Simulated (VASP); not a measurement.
# H4WC16 in VASP: a series of runs, part 2 of 2

VASP 6.6.1.

### Step 4. Single point, PBE+D3(BJ)

The input, INCAR:

```
PREC = Accurate ; ENCUT = 520
EDIFF = 1E-7 ; ISMEAR = -1
SIGMA = 0.05 ; LREAL = Auto
LASPH = T ; NELM = 60
ALGO = Normal ; ISIF = 2
LWAVE = F ; LCHARG = F
GGA = PE ; IVDW = 12
NBANDS = 57
```

The input, KPOINTS:

```
Automatic mesh
0
Gamma
  2 2 1
```

The input, POSCAR:

```
H4WC16
1.0
    5.0487420000      0.0000000000      0.0000000000
    2.5243710000      4.3723390000      0.0000000000
    0.0000000000      0.0000000000     16.6764260000
H C W
4 16 1
Direct
    0.1666721879      0.1666613682      0.0599648870
    0.6666779319      0.1666613682      0.0599648870
    0.1666715721      0.6666683439      0.0599648870
    0.6666575092      0.6666683439      0.0599648870
    0.1666721879      0.1666613682      0.1259262626
    0.6666779319      0.1666613682      0.1259262626
    0.1666715721      0.6666683439      0.1259262626
    0.6666575092      0.6666683439      0.1259262626
   -0.1666613682      0.3333227364      0.1568261689
    0.3333443758      0.3333227364      0.1568261689
   -0.1666619840      0.8333297121      0.1568261689
    0.3333437600      0.8333297121      0.1568261689
   -0.1635627960      0.3365932971      0.2493879684
    0.3269470646      0.3365704260      0.2493879684
   -0.1635568280      0.8270401723      0.2493939649
    0.3332927106      0.8333525831      0.2577350806
   -0.0032169304      0.0016009738      0.2801679449
    0.5015653441      0.0015552317      0.2801679449
   -0.0000547293      0.5000755888      0.2748010875
    0.5014948108      0.4969879966      0.2801859343
    0.6664104286      0.1669586919      0.3680824656
```

Started as:

```bash
> cat potpaw_PBE.64/H/POTCAR potpaw_PBE.64/C/POTCAR potpaw_PBE.64/W_sv/POTCAR > POTCAR
> mpirun -np 1 vasp_std > vasp.out
```

Run time: 3.8 min. Hardware: 1 thread of Intel Xeon Platinum 8488C (Sapphire Rapids), shared host; peak memory 0.46 GiB.

Results (log left out):

```yaml
Free_energy: -165.3902 eV
Largest_force: 1.679 eV/Å
Band_gap_on_the_k_mesh: zero (filled and empty bands touch)
Dispersion_energy_per_atom: -0.131 eV
```

Forces in eV/Å, atoms in the order of the input:
```
H    0.000 -0.018 -0.168
H    0.000  0.000 -0.155
H    0.016  0.009 -0.168
H   -0.016  0.009 -0.168
C    0.000 -0.126  1.531
C   -0.001 -0.001  1.100
C    0.108  0.062  1.529
C   -0.106  0.062  1.528
C   -0.216 -0.119 -1.660
C    0.216 -0.120 -1.660
C   -0.002  0.247 -1.661
C   -0.003  0.001 -0.180
C    0.006 -0.005  0.008
C   -0.007 -0.002  0.010
C    0.004 -0.005 -0.001
C   -0.002  0.011  0.003
C    0.023 -0.007 -0.002
C   -0.023 -0.006 -0.005
C    0.001 -0.008  0.025
C    0.000  0.022 -0.018
W    0.002 -0.006  0.113
```

Levels at points of the mesh, in eV from the Fermi level:
| k point | band 39 | band 40 | band 41 | band 42 | band 43 | band 44 |
| --- | --- | --- | --- | --- | --- | --- |
| (0.00, 0.00, 0.00) | -1.60 | -1.40 | 0.03 | 0.03 | 0.08 | 0.97 |
| (0.50, 0.00, 0.00) | -2.37 | -0.81 | -0.19 | 0.15 | 0.28 | 1.47 |
| (0.50, 0.50, 0.00) | -2.37 | -0.81 | -0.20 | 0.15 | 0.28 | 1.47 |
| (0.00, 0.50, 0.00) | -2.37 | -0.81 | -0.20 | 0.15 | 0.28 | 1.47 |

Caveat: the k points lie up to 0.72 Å⁻¹ apart; there is no dipole correction, which matters where the two faces differ; spin-orbit coupling is left out, which moves the levels of the heavy elements.

### Step 5. Single point, PBE+D3(BJ)

The input, INCAR:

```
  PREC = Accurate
  ENCUT = 520
  EDIFF = 1E-6
  ISMEAR = -1
  SIGMA = 0.05
  LREAL = Auto
  LASPH = True
  NELM = 60
  ALGO = Normal
  ISIF = 2
  LWAVE = False
  LCHARG = False
  GGA = PE
  IVDW = 12
  NBANDS = 57
```

The input, KPOINTS:

```
regular mesh
0
Gamma
  2 2 1
```

The input, POSCAR:

```
H4WC16
1.0
    5.0487420000      0.0000000000      0.0000000000
    2.5243710000      4.3723390000      0.0000000000
    0.0000000000      0.0000000000     16.6764260000
H C W
4 16 1
Direct
    0.1666721879      0.1666613682      0.0599648870
    0.6666779319      0.1666613682      0.0599648870
    0.1666715721      0.6666683439      0.0599648870
    0.6666575092      0.6666683439      0.0599648870
    0.1666721879      0.1666613682      0.1259262626
    0.6666779319      0.1666613682      0.1259262626
    0.1666715721      0.6666683439      0.1259262626
    0.6666575092      0.6666683439      0.1259262626
   -0.1666613682      0.3333227364      0.1568261689
    0.3333443758      0.3333227364      0.1568261689
   -0.1666619840      0.8333297121      0.1568261689
    0.3333437600      0.8333297121      0.1568261689
   -0.1635315536      0.3365704260      0.2493759754
    0.3269866785      0.3365704260      0.2493759754
   -0.1634486010      0.8269029460      0.2494299438
    0.3333437600      0.8333297121      0.2577470736
   -0.0031033962      0.0015323606      0.2801799378
    0.5015882151      0.0015094895      0.2801799378
    0.0000534977      0.4999383625      0.2748010875
    0.5015260532      0.4969651255      0.2801739413
    0.6665498980      0.1667985945      0.3680764691
```

Started as:

```bash
> cat potpaw_PBE.64/H/POTCAR potpaw_PBE.64/C/POTCAR potpaw_PBE.64/W_sv/POTCAR > POTCAR
> mpirun -np 1 vasp_std > vasp.out
```

It took 3.7 min on 1 thread of Intel Xeon Platinum 8488C (Sapphire Rapids), shared host; peak memory 0.46 GiB.

Results (log left out):

```
Free energy                : -165.3902 eV
Largest force              : 1.681 eV/Å
Band gap on the k mesh     : zero (filled and empty bands touch)
Dispersion energy per atom : -0.131 eV
```

Forces on the atoms (eV/Å):
```
H    0.000 -0.018 -0.168
H    0.000  0.000 -0.155
H    0.016  0.009 -0.168
H   -0.016  0.009 -0.168
C    0.000 -0.126  1.530
C   -0.001 -0.001  1.101
C    0.108  0.063  1.530
C   -0.106  0.063  1.529
C   -0.215 -0.121 -1.662
C    0.216 -0.122 -1.663
C    0.000  0.245 -1.652
C   -0.002  0.001 -0.180
C    0.005 -0.012  0.012
C   -0.005 -0.012  0.012
C    0.001  0.005 -0.012
C   -0.002  0.008 -0.001
C    0.015 -0.003 -0.005
C   -0.016 -0.003 -0.006
C   -0.002  0.003  0.027
C    0.002  0.015 -0.011
W    0.002 -0.003  0.112
```

Levels at points of the mesh, in eV from the Fermi level:
| k point | band 37 | band 38 | band 39 | band 40 | band 41 | band 42 | band 43 | band 44 | band 45 | band 46 |
| --- | --- | --- | --- | --- | --- | --- | --- | --- | --- | --- |
| (0.00, 0.00, 0.00) | -2.48 | -1.60 | -1.60 | -1.40 | 0.03 | 0.03 | 0.08 | 0.97 | 2.15 | 2.24 |
| (0.50, 0.00, 0.00) | -2.97 | -2.90 | -2.37 | -0.81 | -0.20 | 0.15 | 0.28 | 1.47 | 1.86 | 1.92 |
| (0.50, 0.50, 0.00) | -2.97 | -2.90 | -2.37 | -0.81 | -0.20 | 0.15 | 0.28 | 1.47 | 1.86 | 1.92 |
| (0.00, 0.50, 0.00) | -2.97 | -2.90 | -2.37 | -0.81 | -0.20 | 0.15 | 0.28 | 1.47 | 1.86 | 1.92 |

Caveat: the k points lie up to 0.72 Å⁻¹ apart; there is no dipole correction, which matters where the two faces differ; spin-orbit coupling is left out, which moves the levels of the heavy elements.

### Step 6. The runs side by side

| cell | gap on the mesh (eV) | largest force (eV/Å) |
| --- | --- | --- |
| as given, atomic positions A | none | 1.68 |
| as given, atomic positions B | none | 1.68 |
| as given, atomic positions C | none | 1.68 |
| as given, atomic positions D | none | 1.68 |

Alike in all rows: task single point; level PBE+D3(BJ); potentials or basis VASP PAW PBE potentials, release 64 (H, C, W_sv); no spin polarisation; k mesh 2 × 2 × 1; cutoff (eV) 520; smearing fermi-dirac 0.05 eV.

Caveats: all runs use coarse meshes; there is no dipole correction, which matters where the two faces differ; spin-orbit coupling is left out, which moves the levels of the heavy elements.

Total energies depend on the potentials used, so only differences within one code and one set of settings carry meaning.
